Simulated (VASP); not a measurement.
Wanted: the native input for a VASP 6.6.1 run.

```yaml
Task: single point
Functional: r2SCAN
Potentials_or_basis: VASP PAW PBE potentials, release 64 (I)
Cutoff: 520 eV
k_mesh: 18 × 18 × 18
Occupations: gaussian, width 0.1 eV
Spin: no spin polarisation
Dipole_correction: no
Further_INCAR_settings: ALGO = Normal; EDIFF = 1e-07; NBANDS = 10
```

Crystal: I.

```
I
1.0
     2.41255    1.39289    2.03782
    -2.41255    1.39289    2.03782
     0.00000   -2.78577    2.03782
I
1
Cartesian
  0.0000 0.0000 3.0567
```

The input as run:

POSCAR

```
I
1.0
    2.4125505810      1.3928867274      2.0378188413
   -2.4125505810      1.3928867274      2.0378188413
    0.0000000000     -2.7857734548      2.0378188413
I
1
Direct
    0.5000000000      0.5000000000      0.5000000000
```

INCAR.step1

```
ALGO     = Normal         # electronic algorithm
EDIFF    = 1E-4           # SCF threshold, eV
ENCUT    = 520            # plane-wave cutoff, eV
GGA      = PE             # functional
ISMEAR   = 0              # smearing method
LASPH    = True           # aspherical terms in the spheres
LCHARG   = False          # write CHGCAR
LREAL    = False          # projectors in reciprocal space
LWAVE    = True           # write WAVECAR
NBANDS   = 10             # bands
NELM     = 100            # most SCF steps
PREC     = Accurate       # precision mode
SIGMA    = 0.1            # smearing width, eV
```

INCAR.step2

```
ALGO     = Normal         # electronic algorithm
EDIFF    = 1E-7           # SCF threshold, eV
ENCUT    = 520            # plane-wave cutoff, eV
ISIF     = 2              # what is computed and relaxed
ISMEAR   = 0              # smearing method
ISTART   = 1            
LASPH    = True           # aspherical terms in the spheres
LCHARG   = False          # write CHGCAR
LMIXTAU  = True         
LREAL    = False          # projectors in reciprocal space
LWAVE    = False          # write WAVECAR
METAGGA  = R2SCAN         # meta-GGA
NBANDS   = 10             # bands
NELM     = 100            # most SCF steps
PREC     = Accurate       # precision mode
SIGMA    = 0.1            # smearing width, eV
```

KPOINTS

```
k-points
0
Gamma
  18 18 18
```

Potentials or basis: VASP PAW PBE potentials, release 64 (I).

Command:

```console
$ cat potpaw_PBE.64/I/POTCAR > POTCAR
$ cp INCAR.step1 INCAR
$ mpirun -np 1 vasp_std > vasp.out
$ cp INCAR.step2 INCAR
$ mpirun -np 1 vasp_std > vasp.out
```

It gave:

- Pressure: -0.1 GPa
- Band gap on the k mesh: zero (an odd number of electrons rules out a gap without spin polarisation)

Caveat: the PAW data sets were made with another functional, which shifts forces and pressure a little; spin-orbit coupling is left out, which moves the levels of the heavy elements; an odd number of electrons without spin polarisation forces a metal; a magnetic or distorted state may lie lower.

Wall time 4.5 min on 1 thread of Intel(R) Xeon(R) 6975P-C (Granite Rapids), with other jobs on the host, peak memory 0.34 GiB.
